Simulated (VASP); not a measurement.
# GaGe (I-4m2) in VASP: single point with LDA

Aim: the single point of GaGe with LDA.

All numbers are computed with VASP 6.6.1; they aren't measurements. Logs are shortened: lines on timing, memory, paths and dates and some standing lists are left out, and cuts for length are marked.

### 1 The cell of the first run

Symmetry: I-4m2, No. 119, tetragonal system. Conventional cell: a = 4.098 Å, b = 4.098 Å, c = 6.013 Å, α = 90.00°, β = 90.00°, γ = 90.00°. Within 3.4 Å of Ga (site symmetry -4m2) lie 4 Ge at 2.54 Å. Within 3.4 Å of Ge (site symmetry -4m2) lie 4 Ga at 2.54 Å.

### 2 Single point, LDA (strain +0.0375 x Voigt [1, 0, 0, 0, 0, 0])

File INCAR:

```
ALGO     = Normal         # electronic algorithm
EDIFF    = 1E-6           # SCF threshold, eV
ENCUT    = 520            # plane-wave cutoff, eV
ISIF     = 2              # what is computed and relaxed
ISMEAR   = 0              # smearing method
LASPH    = T              # aspherical terms in the spheres
LCHARG   = T              # write CHGCAR
LELF     = T              # ELF
LREAL    = F              # projectors in reciprocal space
LVHAR    = T            
LWAVE    = F              # write WAVECAR
NBANDS   = 20             # bands
NELM     = 80             # most SCF steps
PREC     = Accurate       # precision mode
SIGMA    = 0.15           # smearing width, eV
```

File KPOINTS:

```
k-points
0
Gamma
  14 14 14
```

File POSCAR:

```
GaGe
1.0
    0.0000000000      2.8978440000      2.8978440000
    3.0065131500      0.0000000000      2.8978440000
    3.0065131500      2.8978440000      0.0000000000
Ga Ge
1 1
Direct
    0.7500000000      0.7500000000      0.7500000000
    0.0000000000      0.0000000000      0.0000000000
```

Potentials or basis: VASP PAW LDA potentials, release 64 (Ga_d, Ge_d).

The run is started by

```
cat potpaw_LDA.64/Ga_d/POTCAR potpaw_LDA.64/Ge_d/POTCAR > POTCAR
mpirun -np 1 vasp_std > vasp.out
```

OUTCAR:

```text
EDIFF = 1E-6
   ENCUT = 520
   ISIF = 2
   ISMEAR = 0
   LASPH = T
   LREAL = F
   NELM = 80
   PREC = Accurate

 ion  position               nearest neighbor table
   1  0.750  0.750  0.750-   2 2.54   2 2.54   2 2.54   2 2.54
   2  0.000  0.000  0.000-   1 2.54   1 2.54   1 2.54   1 2.54

  LATTYP: Found a body centered tetragonal cell.
 ALAT       =     4.0981702864
 C/A-ratio  =     1.4672465710

  Lattice vectors:

 A1 = (   3.0065131500,   0.0000000000,   2.8978440000)
 A2 = (   3.0065131500,   0.0000000000,  -2.8978440000)
 A3 = (  -3.0065131500,   2.8978440000,   0.0000000000)

Analysis of symmetry for initial positions (statically):
=====================================================================
 Subroutine PRICEL returns:
 Original cell was already a primitive cell.

 Routine SETGRP: Setting up the symmetry group for a
 body centered tetragonal supercell.

 Subroutine GETGRP returns: Found  8 space group operations
 (whereof  8 operations were pure point group operations)
 out of a pool of 16 trial point group operations.

The static configuration has the point symmetry D_2d.

Analysis of symmetry for dynamics (positions and initial velocities):
=====================================================================
 Subroutine PRICEL returns:
 Original cell was already a primitive cell.

 Routine SETGRP: Setting up the symmetry group for a
 body centered tetragonal supercell.

 Subroutine GETGRP returns: Found  8 space group operations
 (whereof  8 operations were pure point group operations)
 out of a pool of 16 trial point group operations.

The dynamic configuration has the point symmetry D_2d.

 Subroutine INISYM returns: Found  8 space group operations
 (whereof  8 operations are pure point group operations),
 and found     1 'primitive' translations

----------------------------------------------------------------------------------------

                                     Primitive cell

  volume of cell :      50.4944

  direct lattice vectors                    reciprocal lattice vectors
     0.000000000  2.897844000  2.897844000    -0.166305609  0.172542069  0.172542069
     3.006513150  0.000000000  2.897844000     0.166305609 -0.172542069  0.172542069
     3.006513150  2.897844000  0.000000000     0.166305609  0.172542069 -0.172542069

  length of vectors
     4.098170286  4.175718042  4.175718042     0.295294915  0.295294915  0.295294915

  position of ions in fractional coordinates (direct lattice)
     0.750000000  0.750000000  0.750000000
     0.000000000  0.000000000  0.000000000

  ion indices of the primitive-cell ions
   primitive index   ion index
                 1           1
                 2           2

----------------------------------------------------------------------------------------

 KPOINTS: k-points

Automatic generation of k-mesh.
 Grid dimensions read from file:
 generate k-points for:   14   14   14

 Generating k-lattice:

  Cartesian coordinates                     Fractional coordinates (reciprocal lattice)
    -0.011878972  0.012324434  0.012324434     0.071428571 -0.000000000 -0.000000000
     0.011878972 -0.012324434  0.012324434     0.000000000  0.071428571  0.000000000
     0.011878972  0.012324434 -0.012324434     0.000000000  0.000000000  0.071428571

  Length of vectors
     0.021092494  0.021092494  0.021092494

  Shift w.r.t. Gamma in fractional coordinates (k-lattice)
     0.000000000  0.000000000  0.000000000

 Subroutine IBZKPT returns following result:
 ===========================================

 Found    244 irreducible k-points:

 Following reciprocal coordinates:
            Coordinates               Weight
  0.000000  0.000000  0.000000      1.000000
  0.071429 -0.000000 -0.000000      8.000000
  0.142857 -0.000000 -0.000000      8.000000
  0.214286 -0.000000 -0.000000      8.000000
  0.285714  0.000000  0.000000      8.000000
  0.357143  0.000000  0.000000      8.000000
[... 16 lines left out ...]
  0.214286  0.142857 -0.000000     16.000000
  0.285714  0.142857 -0.000000     16.000000
 [... further k-points ...]
   k-points           NKPTS =    244   k-points in BZ     NKDIM =    244   number of bands    NBANDS=     20
   number of dos      NEDOS =    301   number of ions     NIONS =      2
   total plane-waves  NPLWV =  30720
   dimension x,y,z NGX =    30 NGY =   32 NGZ =   32
   dimension x,y,z NGXF=    60 NGYF=   64 NGZF=   64
   ions per type =               1   1
   NGX,Y,Z   is equivalent  to a cutoff of  12.17, 12.74, 12.74 a.u.
   NGXF,Y,Z  is equivalent  to a cutoff of  24.34, 25.48, 25.48 a.u.
 SYSTEM =  unknown system
   PREC   = accura    normal or accurate (medium, high low for compatibility)
   ISTART =      0    job   : 0-new  1-cont  2-samecut
   ICHARG =      2    charge: 1-file 2-atom 10-const
   ISPIN  =      1    spin polarized calculation?
   LNONCOLLINEAR =      F non collinear calculations
   LSORBIT =      F    spin-orbit coupling
   LASPH  =      T    aspherical Exc in radial PAW
   ENCUT  =  520.0 eV  38.22 Ry    6.18 a.u.   7.62  7.76  7.76*2*pi/ulx,y,z
   NELM   =     80;   NELMIN=  2; NELMDL= -5     # of ELM steps
   EDIFF  = 0.1E-05   stopping-criterion for ELM
   LREAL  =      F    real-space projection
   EDIFFG = 0.1E-04   stopping-criterion for IOM
   NSW    =      0    number of steps for IOM
   IBRION =     -1    ionic relax: 0-MD 1-quasi-New 2-CG
   NFREE  =      0    steps in history (QN), initial steepest desc. (CG)
   ISIF   =      2    stress and relaxation
   ISYM   =      2    0-nonsym 1-usesym 2-fastsym
   POTIM  = 0.5000    time-step for ionic-motion
   TEBEG  =    0.0;   TEEND  =   0.0 temperature during run
   PSTRESS=    0.0 pullay stress
   NELECT =      27.0000    total number of electrons
   NUPDOWN=      -1.0000    fix difference up-down
   EMIN   =  10.00;   EMAX   =-10.00  energy-range for DOS
   EFERMI =   0.00;   METHOD = LEGACY
   ISMEAR =     0;   SIGMA  =   0.15  broadening in eV -4-tet -1-fermi 0-gaus
   EFERMI_NEDOS =   21; number of points for ismear=-14 and -15
   IALGO  =     38    algorithm
   IMIX   =      4    mixing-type and parameters
     AMIX     =   0.40;   BMIX     =  1.00
     AMIX_MAG =   1.60;   BMIX_MAG =  1.00
  volume/ion in A,a.u.               =      25.25       170.38
  Fermi-wavevector in a.u.,A,eV,Ry     =   1.328766  2.511003 24.022692  1.765618
  Thomas-Fermi vector in A             =   2.457979
   LORBIT       =      0    0 simple, 1 ext, 2 COOP (PROOUT), +10 PAW based schemes
   GGA     = CA    functional components
   LHFCALC =     F    Hartree Fock is set to
   AEXX    =    0.0000 exact exchange contribution
   IVDW    =     0    specifies the selected vdW correction
   LEPSILON=     F    determine dielectric tensor
   LRPA    =     F    only Hartree local field effects (RPA)
 non-spin polarized calculation
 Gauss-broadening in eV      SIGMA  =   0.15
  energy-cutoff  :      520.00
  volume of cell :       50.49
 maximum number of plane-waves:      1387
   NGX = 15   NGY = 15   NGZ = 15

 number of electron      27.0000007 magnetization

 Free energy of the ion-electron system (eV)
  ---------------------------------------------------
  ext. energy  EPLUGINS =         0.00000000
  ---------------------------------------------------
  free energy    TOTEN  =        -8.33195967 eV

  energy without entropy =       -8.31754061  energy(sigma->0) =       -8.32475014

 E-fermi :   2.4969     XC(G=0):  -9.7285

 val. band max:        2.4920766318   @ k =   0.2143   0.2143   0.0000
 cond. band min:       2.5010200409   @ k =   0.4286   0.0714  -0.0000
 fundamental gap:      0.0089434091
 Fermi energy:         2.4969261375

 k-point     1 :       0.0000    0.0000    0.0000
  band No.  band energies     occupation
      1     -21.5377      2.00000
      2     -21.5308      2.00000
      3     -21.5308      2.00000
      4     -21.5205      2.00000
      5     -21.5107      2.00000
      6     -11.9023      2.00000
[... 12 lines left out ...]
     19       9.9471      0.00000
     20      12.7993      0.00000

 k-point     2 :       0.0714   -0.0000   -0.0000
  band No.  band energies     occupation
      1     -21.5376      2.00000
      2     -21.5307      2.00000
      3     -21.5307      2.00000
      4     -21.5205      2.00000
      5     -21.5106      2.00000
      6     -11.9022      2.00000
[... 12 lines left out ...]
     19      10.3005      0.00000
     20      12.3264      0.00000

 k-point     3 :       0.1429   -0.0000   -0.0000
  band No.  band energies     occupation
      1     -21.5373      2.00000
      2     -21.5306      2.00000
      3     -21.5304      2.00000
      4     -21.5204      2.00000
      5     -21.5105      2.00000
      6     -11.9033      2.00000
[... 12 lines left out ...]
     19      11.0894      0.00000
     20      11.8816      0.00000

 k-point     4 :       0.2143   -0.0000   -0.0000
  band No.  band energies     occupation
      1     -21.5369      2.00000
      2     -21.5305      2.00000
      3     -21.5300      2.00000
      4     -21.5203      2.00000
      5     -21.5103      2.00000
      6     -11.9071      2.00000
[... 12 lines left out ...]
     19      11.4436      0.00000
     20      11.8913      0.00000

 k-point     5 :       0.2857    0.0000    0.0000
  band No.  band energies     occupation
      1     -21.5365      2.00000
      2     -21.5304      2.00000
      3     -21.5296      2.00000
      4     -21.5202      2.00000
      5     -21.5100      2.00000
      6     -11.9120      2.00000
[... 12 lines left out ...]
     19      11.3129      0.00000
     20      12.2124      0.00000

 k-point     6 :       0.3571    0.0000    0.0000
  band No.  band energies     occupation
      1     -21.5362      2.00000
      2     -21.5302      2.00000
      3     -21.5292      2.00000
      4     -21.5201      2.00000
      5     -21.5098      2.00000
      6     -11.9165      2.00000
[... 12 lines left out ...]
     19      11.4625      0.00000
     20      12.8233      0.00000

 k-point     7 :       0.4286   -0.0000   -0.0000
  band No.  band energies     occupation
      1     -21.5360      2.00000
      2     -21.5301      2.00000
      3     -21.5290      2.00000
      4     -21.5200      2.00000
      5     -21.5096      2.00000
      6     -11.9197      2.00000
[... 12 lines left out ...]
     19      12.5800      0.00000
     20      13.7431      0.00000
[... 277 lines left out ...]
 k-point    20 :      -0.1429    0.0714    0.0000
  band No.  band energies     occupation
      1     -21.5373      2.00000
      2     -21.5305      2.00000
      3     -21.5300      2.00000
      4     -21.5203      2.00000
      5     -21.5105      2.00000
      6     -11.9062      2.00000
[... 12 lines left out ...]
     19      11.3119      0.00000
     20      11.5926      0.00000

 k-point    21 :      -0.0714    0.0714    0.0000
  band No.  band energies     occupation
      1     -21.5376      2.00000
      2     -21.5307      2.00000
      3     -21.5304      2.00000
      4     -21.5204      2.00000
      5     -21.5106      2.00000
      6     -11.9036      2.00000
[... 12 lines left out ...]
     19      10.7985      0.00000
     20      11.7104      0.00000

 k-point    22 :       0.1429    0.1429    0.0000
  band No.  band energies     occupation
      1     -21.5367      2.00000
      2     -21.5313      2.00000
      3     -21.5300      2.00000
      4     -21.5206      2.00000
      5     -21.5102      2.00000
      6     -11.9050      2.00000
[... 12 lines left out ...]
     19      10.9141      0.00000
     20      11.5680      0.00000

 k-point    23 :       0.2143    0.1429   -0.0000
  band No.  band energies     occupation
      1     -21.5362      2.00000
      2     -21.5315      2.00000
      3     -21.5296      2.00000
      4     -21.5207      2.00000
      5     -21.5100      2.00000
      6     -11.9094      2.00000
[... 12 lines left out ...]
     19      10.7398      0.00000
     20      12.2908      0.00000

 k-point    24 :       0.2857    0.1429   -0.0000
  band No.  band energies     occupation
      1     -21.5357      2.00000
      2     -21.5314      2.00000
      3     -21.5292      2.00000
      4     -21.5207      2.00000
      5     -21.5097      2.00000
      6     -11.9139      2.00000
[... 12 lines left out ...]
     19      11.3313      0.00000
     20      12.7887      0.00000

 [... further k-points ...]
[... 5 lines left out ...]
  --------------------------------------------------------------------------------------
  -------------------------------------------------------------------------------------
  Total       -1.7538440     -1.7154839     -1.7154839      0.0000000      0.0000000      0.0000000
  in kB      -55.6491371    -54.4319784    -54.4319784      0.0000000      0.0000000      0.0000000
  external PRESSURE =     -54.8376979 kB  Pullay stress =       0.0000000 kB

 VOLUME and BASIS-vectors are now :
 -----------------------------------------------------------------------------
  energy-cutoff  :      520.00
  volume of cell :       50.49
      direct lattice vectors                 reciprocal lattice vectors
     0.000000000  2.897844000  2.897844000    -0.166305609  0.172542069  0.172542069
     3.006513150  0.000000000  2.897844000     0.166305609 -0.172542069  0.172542069
     3.006513150  2.897844000  0.000000000     0.166305609  0.172542069 -0.172542069

 POSITION                                       TOTAL-FORCE (eV/Angst)
 -----------------------------------------------------------------------------------
      4.50977      4.34677      4.34677         0.000000      0.000000      0.000000
      0.00000      0.00000      0.00000        -0.000000     -0.000000     -0.000000
 -----------------------------------------------------------------------------------
    total drift:                                0.000001      0.000009      0.000009

  FREE ENERGIE OF THE ION-ELECTRON SYSTEM (eV)
  ---------------------------------------------------
  free  energy   TOTEN  =        -8.3319596713 eV

  energy  without entropy=       -8.3175406102  energy(sigma->0) =       -8.32475014
```

Wall time 2.4 min (1 thread of Intel Xeon 6975P-C, shared host); peak memory 0.35 GiB.

Results:

```
Free energy : -8.3320 eV
Pressure    : -5.5 GPa
```

Caveat: the cell differs from its parent crystal (strain +0.0375 x Voigt [1, 0, 0, 0, 0, 0]).
